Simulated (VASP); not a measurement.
# Ru (P6_3/mmc) in VASP: notebook

Ru is run at these levels: r2SCANh, r2SCAN+rVV10, r2SCAN; tasks: single point.

Everything below comes from runs of VASP 6.6.1. Logs are shortened: lines on timing, memory, paths and dates and some standing lists are left out, and cuts for length are marked.

**1. The cell of the first run**

It takes space group P6_3/mmc (No. 194, hexagonal). Conventional cell: a = 2.741 Å, b = 2.741 Å, c = 4.338 Å, α = 90.00°, β = 90.00°, γ = 120.00°. Within 3.5 Å of Ru (site symmetry -6m2) lie 12 Ru at 2.69 to 2.74 Å.

**2. Single point, r2SCANh**

Contents of POSCAR:

```
Ru
1.0
    2.7414067149      0.0000000000      0.0000000000
   -1.3707033574      2.3741278572      0.0000000000
    0.0000000000      0.0000000000      4.3382472512
Ru
2
Direct
    0.6666666667      0.3333333333      0.7500000000
    0.3333333333      0.6666666667      0.2500000000
```

Contents of INCAR.step1:

```
PREC = Accurate ; ENCUT = 460
EDIFF = 1E-5 ; ISMEAR = -1
SIGMA = 0.05 ; LREAL = F
LASPH = T ; NELM = 120
ALGO = Normal ; ISIF = 2
LWAVE = T ; LCHARG = F
NBANDS = 23 ; GGA = PE
GGA_COMPAT = F
```

Contents of INCAR.step2:

```
PREC = Accurate ; ENCUT = 460
EDIFF = 1E-6 ; ISMEAR = -1
SIGMA = 0.05 ; LREAL = F
LASPH = T ; NELM = 120
ALGO = Normal ; ISIF = 2
LWAVE = F ; LCHARG = F
METAGGA = R2SCAN ; LHFCALC = T
AEXX = 0.1 ; LMIXTAU = T
PRECFOCK = Normal ; NBANDS = 23
ISTART = 1 ; GGA_COMPAT = F
```

Contents of KPOINTS:

```
regular mesh
0
Gamma
  6 6 3
```

Potentials or basis: VASP PAW PBE potentials, release 64 (Ru_sv).

Launch:

```bash
$ cat potpaw_PBE.64/Ru_sv/POTCAR > POTCAR
$ cp INCAR.step1 INCAR
$ mpirun -np 1 vasp_std > vasp.out
$ cp INCAR.step2 INCAR
$ mpirun -np 1 vasp_std > vasp.out
```

OUTCAR:

```text
PREC = Accurate
   ENCUT = 460
   EDIFF = 1E-6
   ISMEAR = -1
   LREAL = F
   LASPH = T
   NELM = 120
   ISIF = 2
   METAGGA = R2SCAN
   LHFCALC = T
   AEXX = 0.1
   PRECFOCK = Normal
   ISTART = 1

 ion  position               nearest neighbor table
   1  0.667  0.333  0.750-   2 2.69   2 2.69   2 2.69   2 2.69   2 2.69   2 2.69
   2  0.333  0.667  0.250-   1 2.69   1 2.69   1 2.69   1 2.69   1 2.69   1 2.69

  LATTYP: Found a hexagonal cell.
 ALAT       =     2.7414067149
 C/A-ratio  =     1.5824894670

  Lattice vectors:

 A1 = (   2.7414067149,   0.0000000000,   0.0000000000)
 A2 = (  -1.3707033574,   2.3741278572,   0.0000000000)
 A3 = (   0.0000000000,   0.0000000000,   4.3382472512)

Analysis of symmetry for initial positions (statically):
=====================================================================
 Subroutine PRICEL returns:
 Original cell was already a primitive cell.

 Routine SETGRP: Setting up the symmetry group for a
 hexagonal supercell.

 Subroutine GETGRP returns: Found 24 space group operations
 (whereof 12 operations were pure point group operations)
 out of a pool of 24 trial point group operations.

The static configuration has the point symmetry D_3d.
 The point group associated with its full space group is D_6h.

Analysis of symmetry for dynamics (positions and initial velocities):
=====================================================================
 Subroutine PRICEL returns:
 Original cell was already a primitive cell.

 Routine SETGRP: Setting up the symmetry group for a
 hexagonal supercell.

 Subroutine GETGRP returns: Found 24 space group operations
 (whereof 12 operations were pure point group operations)
 out of a pool of 24 trial point group operations.

The dynamic configuration has the point symmetry D_3d.
 The point group associated with its full space group is D_6h.

 Subroutine INISYM returns: Found 24 space group operations
 (whereof 12 operations are pure point group operations),
 and found     1 'primitive' translations

----------------------------------------------------------------------------------------

                                     Primitive cell

  volume of cell :      28.2353

  direct lattice vectors                    reciprocal lattice vectors
     2.741406715  0.000000000  0.000000000     0.364776228  0.210603653  0.000000000
    -1.370703357  2.374127857  0.000000000     0.000000000  0.421207306  0.000000000
     0.000000000  0.000000000  4.338247251     0.000000000  0.000000000  0.230507839

  length of vectors
     2.741406715  2.741406715  4.338247251     0.421207306  0.421207306  0.230507839

  position of ions in fractional coordinates (direct lattice)
     0.666666667  0.333333333  0.750000000
     0.333333333  0.666666667  0.250000000

  ion indices of the primitive-cell ions
   primitive index   ion index
                 1           1
                 2           2

----------------------------------------------------------------------------------------

 KPOINTS: regular mesh

Automatic generation of k-mesh.
 Grid dimensions read from file:
 generate k-points for:    6    6    3

 Generating k-lattice:

  Cartesian coordinates                     Fractional coordinates (reciprocal lattice)
     0.060796038  0.035100609  0.000000000     0.166666667  0.000000000  0.000000000
     0.000000000  0.070201218  0.000000000     0.000000000  0.166666667  0.000000000
     0.000000000  0.000000000  0.076835946     0.000000000  0.000000000  0.333333333

  Length of vectors
     0.070201218  0.070201218  0.076835946

  Shift w.r.t. Gamma in fractional coordinates (k-lattice)
     0.000000000  0.000000000  0.000000000

 Subroutine IBZKPT returns following result:
 ===========================================

 Found     14 irreducible k-points:

 Following reciprocal coordinates:
            Coordinates               Weight
  0.000000  0.000000  0.000000      1.000000
  0.166667 -0.000000  0.000000      6.000000
  0.333333 -0.000000  0.000000      6.000000
  0.500000  0.000000  0.000000      3.000000
  0.166667  0.166667  0.000000      6.000000
  0.333333  0.166667  0.000000     12.000000
  0.333333  0.333333  0.000000      2.000000
  0.000000  0.000000  0.333333      2.000000
  0.166667 -0.000000  0.333333     12.000000
  0.333333 -0.000000  0.333333     12.000000
  0.500000  0.000000  0.333333      6.000000
  0.166667  0.166667  0.333333     12.000000
  0.333333  0.166667  0.333333     24.000000
  0.333333  0.333333  0.333333      4.000000
   k-points           NKPTS =     14   k-points in BZ     NKDIM =    108   number of bands    NBANDS=     23
   number of dos      NEDOS =    301   number of ions     NIONS =      2
   total plane-waves  NPLWV =  12000
   dimension x,y,z NGX =    20 NGY =   20 NGZ =   30
   dimension x,y,z NGXF=    40 NGYF=   40 NGZF=   60
   ions per type =               2
   NGX,Y,Z   is equivalent  to a cutoff of  12.13, 12.13, 11.50 a.u.
   NGXF,Y,Z  is equivalent  to a cutoff of  24.26, 24.26, 22.99 a.u.
 SYSTEM =  unknown system
   PREC   = accura    normal or accurate (medium, high low for compatibility)
   ISTART =      1    job   : 0-new  1-cont  2-samecut
   ICHARG =      0    charge: 1-file 2-atom 10-const
   ISPIN  =      1    spin polarized calculation?
   LNONCOLLINEAR =      F non collinear calculations
   LSORBIT =      F    spin-orbit coupling
   LASPH  =      T    aspherical Exc in radial PAW
   ENCUT  =  460.0 eV  33.81 Ry    5.81 a.u.   4.79  4.79  7.59*2*pi/ulx,y,z
   NELM   =    120;   NELMIN=  2; NELMDL=  0     # of ELM steps
   EDIFF  = 0.1E-05   stopping-criterion for ELM
   LREAL  =      F    real-space projection
   EDIFFG = 0.1E-04   stopping-criterion for IOM
   NSW    =      0    number of steps for IOM
   IBRION =     -1    ionic relax: 0-MD 1-quasi-New 2-CG
   NFREE  =      0    steps in history (QN), initial steepest desc. (CG)
   ISIF   =      2    stress and relaxation
   ISYM   =      3    0-nonsym 1-usesym 2-fastsym
   POTIM  = 0.5000    time-step for ionic-motion
   TEBEG  =    0.0;   TEEND  =   0.0 temperature during run
   PSTRESS=    0.0 pullay stress
   NELECT =      32.0000    total number of electrons
   NUPDOWN=      -1.0000    fix difference up-down
   EMIN   =  10.00;   EMAX   =-10.00  energy-range for DOS
   EFERMI =   0.00;   METHOD = LEGACY
   ISMEAR =    -1;   SIGMA  =   0.05  broadening in eV -4-tet -1-fermi 0-gaus
   EFERMI_NEDOS =   21; number of points for ismear=-14 and -15
   IALGO  =     38    algorithm
   IMIX   =      1    mixing-type and parameters
     AMIX     =   0.40;   BMIX     =  1.00
     AMIX_MAG =   1.60;   BMIX_MAG =  1.00
  volume/ion in A,a.u.               =      14.12        95.27
  Fermi-wavevector in a.u.,A,eV,Ry     =   1.706845  3.225470 39.638144  2.913321
  Thomas-Fermi vector in A             =   2.785807
   LORBIT       =      0    0 simple, 1 ext, 2 COOP (PROOUT), +10 PAW based schemes
   METAGGA = R2SCAN    functional components
   LHFCALC =     T    Hartree Fock is set to
   PRECFOCK=normal    Normal, Fast or Accurate (Low or Medium for compatibility)
   ENCUT4O =  -1.0   cutoff for four orbital integrals eV
   NKREDX  =     1    reduce k-point grid by
   NKREDY  =     1    reduce k-point grid by
   NKREDZ  =     1    reduce k-point grid by
   AEXX    =    0.1000 exact exchange contribution
   HFSCREEN=    0.0000 screening length (either q_TF or 0.3 A-1)
   HFSCREENC=   0.0000 screening length for correlation (either q_TF or 0.3 A-1)
   ENCUTFOCK=  -1.0 apply spherical cutoff to Coloumb kernel
   IVDW    =     0    specifies the selected vdW correction
   LEPSILON=     F    determine dielectric tensor
   LRPA    =     F    only Hartree local field effects (RPA)
 non-spin polarized calculation
  energy-cutoff  :      460.00
  volume of cell :       28.24
 maximum number of plane-waves:       656
 NGX is ok and might be reduce to    20
  NGX = 16; NGY = 16; NGZ = 24

 number of electron      31.9999999 magnetization

 Free energy of the ion-electron system (eV)
  ---------------------------------------------------
  ext. energy  EPLUGINS =         0.00000000
  ---------------------------------------------------
  free energy    TOTEN  =       -49.79520870 eV

  energy without entropy =      -49.79288166  energy(sigma->0) =      -49.79404518

 E-fermi :  14.1148     XC(G=0): -13.9091

 val. band max:       13.9605848622   @ k =   0.1667   0.1667   0.0000
 cond. band min:      14.3107388025   @ k =   0.1667  -0.0000   0.3333
 fundamental gap:      0.3501539404
 Fermi energy:        14.1147999821

 k-point     1 :       0.0000    0.0000    0.0000
  band No.  band energies     occupation
      1     -62.8226      2.00000
      2     -62.6209      2.00000
      3     -32.0497      2.00000
      4     -31.1127      2.00000
      5     -31.1127      2.00000
      6     -30.9412      2.00000
[... 15 lines left out ...]
     22      30.1916      0.00000
     23      32.7970      0.00000

 k-point     2 :       0.1667   -0.0000    0.0000
  band No.  band energies     occupation
      1     -62.7850      2.00000
      2     -62.6070      2.00000
      3     -31.9569      2.00000
      4     -31.2995      2.00000
      5     -31.1744      2.00000
      6     -31.1330      2.00000
[... 15 lines left out ...]
     22      31.0506      0.00000
     23      33.4877      0.00000

 k-point     3 :       0.3333   -0.0000    0.0000
  band No.  band energies     occupation
      1     -62.7023      2.00000
      2     -62.5861      2.00000
      3     -31.7324      2.00000
      4     -31.6740      2.00000
      5     -31.4971      2.00000
      6     -31.2906      2.00000
[... 15 lines left out ...]
     22      26.3304      0.00000
     23      30.2101      0.00000

 k-point     4 :       0.5000    0.0000    0.0000
  band No.  band energies     occupation
      1     -62.6511      2.00000
      2     -62.5852      2.00000
      3     -31.8610      2.00000
      4     -31.6696      2.00000
      5     -31.5653      2.00000
      6     -31.3458      2.00000
[... 15 lines left out ...]
     22      26.7200      0.00000
     23      28.0038      0.00000

 k-point     5 :       0.1667    0.1667    0.0000
  band No.  band energies     occupation
      1     -62.7245      2.00000
      2     -62.5899      2.00000
      3     -31.7965      2.00000
      4     -31.4979      2.00000
      5     -31.4738      2.00000
      6     -31.2258      2.00000
[... 15 lines left out ...]
     22      28.9928      0.00000
     23      29.0851      0.00000

 k-point     6 :       0.3333    0.1667    0.0000
  band No.  band energies     occupation
      1     -62.6515      2.00000
      2     -62.5847      2.00000
      3     -31.7639      2.00000
      4     -31.6073      2.00000
      5     -31.5680      2.00000
      6     -31.4045      2.00000
[... 15 lines left out ...]
     22      26.1032      0.00000
     23      26.9978      0.00000

 k-point     7 :       0.3333    0.3333    0.0000
  band No.  band energies     occupation
      1     -62.6051      2.00000
      2     -62.6051      2.00000
      3     -31.7251      2.00000
      4     -31.5471      2.00000
      5     -31.5471      2.00000
      6     -31.3678      2.00000
[... 15 lines left out ...]
     22      28.8844      0.00000
     23      30.5383      0.00000

 k-point     8 :       0.0000    0.0000    0.3333
  band No.  band energies     occupation
      1     -62.7728      2.00000
      2     -62.6719      2.00000
      3     -31.7728      2.00000
      4     -31.1982      2.00000
      5     -31.0703      2.00000
      6     -31.0703      2.00000
[... 15 lines left out ...]
     22      29.3487      0.00000
     23      31.4075      0.00000

 k-point     9 :       0.1667   -0.0000    0.3333
  band No.  band energies     occupation
      1     -62.7409      2.00000
      2     -62.6519      2.00000
      3     -31.7534      2.00000
      4     -31.3417      2.00000
      5     -31.2121      2.00000
      6     -31.1235      2.00000
[... 15 lines left out ...]
     22      30.6250      0.00000
     23      32.2764      0.00000

 k-point    10 :       0.3333   -0.0000    0.3333
  band No.  band energies     occupation
      1     -62.6733      2.00000
      2     -62.6152      2.00000
      3     -31.8422      2.00000
      4     -31.6864      2.00000
      5     -31.3472      2.00000
      6     -31.2257      2.00000
[... 15 lines left out ...]
     22      29.1014      0.00000
     23      30.3534      0.00000

 k-point    11 :       0.5000    0.0000    0.3333
  band No.  band energies     occupation
      1     -62.6345      2.00000
      2     -62.6016      2.00000
      3     -31.9686      2.00000
      4     -31.8558      2.00000
      5     -31.3132      2.00000
      6     -31.2752      2.00000
[... 15 lines left out ...]
     22      25.5121      0.00000
     23      30.5646      0.00000

 k-point    12 :       0.1667    0.1667    0.3333
  band No.  band energies     occupation
      1     -62.6910      2.00000
      2     -62.6237      2.00000
      3     -31.7740      2.00000
      4     -31.5824      2.00000
      5     -31.3123      2.00000
      6     -31.2582      2.00000
[... 15 lines left out ...]
     22      30.0662      0.00000
     23      30.7992      0.00000

 k-point    13 :       0.3333    0.1667    0.3333
  band No.  band energies     occupation
      1     -62.6348      2.00000
      2     -62.6014      2.00000
      3     -31.8745      2.00000
      4     -31.7850      2.00000
      5     -31.4351      2.00000
      6     -31.3035      2.00000
[... 15 lines left out ...]
     22      27.5598      0.00000
     23      28.2023      0.00000

 k-point    14 :       0.3333    0.3333    0.3333
  band No.  band energies     occupation
      1     -62.6049      2.00000
      2     -62.6049      2.00000
      3     -31.7634      2.00000
      4     -31.7634      2.00000
      5     -31.6347      2.00000
      6     -31.4520      2.00000
[... 15 lines left out ...]
     22      26.7964      0.00000
     23      26.9714      0.00000

------------------------ aborting loop because EDIFF is reached ----------------------------------------

  FORCE on cell =-STRESS in cart. coord.  units (eV):
  Direction    XX          YY          ZZ          XY          YZ          ZX
  --------------------------------------------------------------------------------------
  -------------------------------------------------------------------------------------
  Total       -2.8083043     -2.8083043     -4.2414593     -0.0000000      0.0000000      0.0000000
  in kB     -159.3539654   -159.3539654   -240.6766767     -0.0000000      0.0000000      0.0000000
  external PRESSURE =    -186.4615358 kB  Pullay stress =       0.0000000 kB

 VOLUME and BASIS-vectors are now :
 -----------------------------------------------------------------------------
  energy-cutoff  :      460.00
  volume of cell :       28.24
      direct lattice vectors                 reciprocal lattice vectors
     2.741406715  0.000000000  0.000000000     0.364776228  0.210603653  0.000000000
    -1.370703357  2.374127857  0.000000000     0.000000000  0.421207306  0.000000000
     0.000000000  0.000000000  4.338247251     0.000000000  0.000000000  0.230507839

 POSITION                                       TOTAL-FORCE (eV/Angst)
 -----------------------------------------------------------------------------------
      1.37070      0.79138      3.25369         0.000000     -0.000000      0.000000
     -0.00000      1.58275      1.08456        -0.000000      0.000000      0.000000
 -----------------------------------------------------------------------------------
    total drift:                                0.000000      0.000000     -0.000000

  FREE ENERGIE OF THE ION-ELECTRON SYSTEM (eV)
  ---------------------------------------------------
  free  energy   TOTEN  =       -49.7952087034 eV

  energy  without entropy=      -49.7928816633  energy(sigma->0) =      -49.79404518
```

Run time: 20 min. Hardware: 1 thread of AMD EPYC 7R13 (Zen 3), shared host; peak memory 0.12 GiB.

Results:

```
Free energy            : -49.7952 eV
Pressure               : -18.6 GPa
Band gap on the k mesh : zero (bands 16 and 17 overlap by 3.55 eV)
```

Levels at points of the mesh, in eV from the Fermi level:
```
           k point  band 12  band 13  band 14  band 15  band 16  band 17  band 18  band 19  band 20  band 21
(0.00, 0.00, 0.00)    -2.88    -2.66    -2.20    -2.20    -1.69    -1.69     1.40     1.40     1.46    10.90
(0.50, 0.00, 0.00)    -3.37    -2.38    -2.01    -1.73     1.68     2.11     2.12     4.42     6.58    11.79
```

Caveat: the k points lie up to 0.48 Å⁻¹ apart, too coarse for converged energies and pressures of a metal; the PAW data sets were made with another functional, which shifts forces and pressure a little.

(Continued in part 2 of 2.)

The gap in the log of VASP goes by the Fermi energy; the results here count the filled bands.